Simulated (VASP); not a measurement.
Si2Ni, 3 atoms in the cell. The typed cell holds 3 atoms: a = 3.790 Å, b = 3.716 Å, c = 3.843 Å, α = 60.56°, β = 59.85°, γ = 60.13°. 

```yaml
Program: VASP 6.6.1
Task: single point
Functional: PBEsol
Potentials_or_basis: VASP PAW PBE potentials, release 64 (Si, Ni)
Cutoff: 600 eV
k_mesh: 2 × 2 × 2, shifted
Occupations: methfessel-paxton, width 0.1 eV
Spin: collinear spin, zero start
Starting_moments: "[0.0, 0.0, 0.0] μB"
Fixed_moment: 0 μB
Dipole_correction: no
Further_INCAR_settings: ALGO = Normal; EDIFF = 1e-06; NBANDS = 20
```

Potentials or basis: VASP PAW PBE potentials, release 64 (Si, Ni).

Run with:

```sh
$ cat potpaw_PBE.64/Si/POTCAR potpaw_PBE.64/Ni/POTCAR > POTCAR
$ mpirun -np 1 vasp_std > vasp.out
```

Hardware: 1 thread of Intel Xeon 8259CL (shared host).

Task: How long does it take, and how much memory?

Result: Run time: 38 s on 1 thread of Intel Xeon 8259CL (shared host), peak memory 0.19 GiB. Counts: scf iterations 14, k points 4.
